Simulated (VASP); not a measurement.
Write the native input for VASP 6.6.1 that does the following.

```yaml
Task: single point
Functional: PBE
Potentials_or_basis: VASP PAW PBE potentials, release 64 (Re, F)
Cutoff: 520 eV
k_mesh: 10 × 10 × 10
Occupations: gaussian, width 0.05 eV
Spin: collinear spin
Starting_moments: "[1.13, 0.0, 0.0, 0.0] μB"
Dipole_correction: no
k_mesh_for_the_DOS: 15 × 15 × 15
Occupations_for_the_DOS: tetrahedron
Further_INCAR_settings: ALGO = Normal; EDIFF = 1e-07; NBANDS = 26
```

Crystal: ReF3.

```
CELL_PARAMETERS angstrom
4.07274 0.00000 0.00000
0.00000 4.07274 0.00000
0.00000 0.00000 4.07274
ATOMIC_POSITIONS crystal
Re 0.00000 0.00000 0.00000
F 0.50000 0.00000 0.00000
F 0.00000 0.00000 0.50000
F 0.00000 0.50000 0.00000
```

One way to write it, as run:

POSCAR

```
ReF3
1.0
    4.0727436752      0.0000000000      0.0000000000
    0.0000000000      4.0727436752      0.0000000000
    0.0000000000      0.0000000000      4.0727436752
Re F
1 3
Direct
    0.0000000000      0.0000000000      0.0000000000
    0.5000000000      0.0000000000      0.0000000000
    0.0000000000      0.0000000000      0.5000000000
    0.0000000000      0.5000000000      0.0000000000
```

INCAR.step1

```
SYSTEM = ReF3
ALGO = Normal
EDIFF = 1E-7
ENCUT = 520
GGA = PE
ISIF = 2
ISMEAR = 0
ISPIN = 2
LASPH = .True.
LCHARG = .True.
LMAXMIX = 4
LREAL = .False.
LWAVE = .False.
MAGMOM = 1.13 0 0 0
NBANDS = 26
NELM = 150
PREC = Accurate
SIGMA = 0.05
```

KPOINTS.step1

```
k-points
0
Gamma
  10 10 10
  0 0 0
```

INCAR.step2

```
SYSTEM = ReF3
ALGO = Normal
EDIFF = 1E-7
ENCUT = 520
GGA = PE
ICHARG = 11
ISIF = 2
ISMEAR = -5
ISPIN = 2
LASPH = .True.
LCHARG = .False.
LMAXMIX = 4
LORBIT = 11
LREAL = .False.
LWAVE = .False.
MAGMOM = 1.13 0 0 0
NBANDS = 26
NEDOS = 1001
NELM = 150
PREC = Accurate
SIGMA = 0.05
```

KPOINTS.step2

```
k-points
0
Gamma
  15 15 15
  0 0 0
```

Potentials or basis: VASP PAW PBE potentials, release 64 (Re, F).

Command:

```sh
$ cat potpaw_PBE.64/Re/POTCAR potpaw_PBE.64/F/POTCAR > POTCAR
$ cp INCAR.step1 INCAR
$ cp KPOINTS.step1 KPOINTS
$ mpirun -np 1 vasp_std > vasp.out
$ cp INCAR.step2 INCAR
$ cp KPOINTS.step2 KPOINTS
$ mpirun -np 1 vasp_std > vasp.out
```

It gave:

The net moment is 2.00 μB per cell and the site moments are Re +1.68; F +0.08 μB. The valence electrons inside the program's atomic spheres are Re 5.48; F 6.09.

It took 3 min on 1 thread of Oxide Virtual Turin-like Processor (shared host), peak memory 0.36 GiB.
